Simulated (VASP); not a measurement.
Write the native input for VASP 6.6.1 that does the following.

```yaml
Task: single point
Functional: LDA
Potentials_or_basis: VASP PAW LDA potentials, release 64 (B, P)
Cutoff: 500 eV
k_mesh: 12 × 12 × 12
Occupations: gaussian, width 0.05 eV
Spin: no spin polarisation
Dipole_correction: no
Further_INCAR_settings: ALGO = Normal; EDIFF = 1e-06; NBANDS = 11
```

The structure of BP (zinc blende) lies in POSCAR:

```
BP
1.0
    0.0000000000      1.9939622563      1.9939622563
    1.9939622563      0.0000000000      1.9939622563
    1.9939622563      1.9939622563      0.0000000000
B P
1 1
Direct
    0.0000000000      0.0000000000      0.0000000000
    0.2500000000      0.2500000000      0.2500000000
```

This cell differs from its parent crystal: volume scaled by 0.68.

These files were run (other wordings do the same):

INCAR

```
ALGO = Normal
EDIFF = 1E-6
ENCUT = 500
GGA_COMPAT = F
ISIF = 2
ISMEAR = 0
LASPH = T
LCHARG = F
LREAL = F
LWAVE = F
NBANDS = 11
NELM = 120
PREC = Accurate
SIGMA = 0.05
```

KPOINTS

```
k-points
0
Gamma
  12 12 12
```

Potentials or basis: VASP PAW LDA potentials, release 64 (B, P).

The run is started by

```console
$ cat potpaw_LDA.64/B/POTCAR potpaw_LDA.64/P/POTCAR > POTCAR
$ mpirun -np 1 vasp_std > vasp.out
```

It gave:

The pressure is 119.1 GPa and the band gap on the k mesh is 0.52 eV, indirect (least direct gap 4.40 eV).

Run time: 3.8 s on 1 thread of Intel(R) Xeon(R) 6975P-C (Granite Rapids) (shared host), peak memory 0.12 GiB.
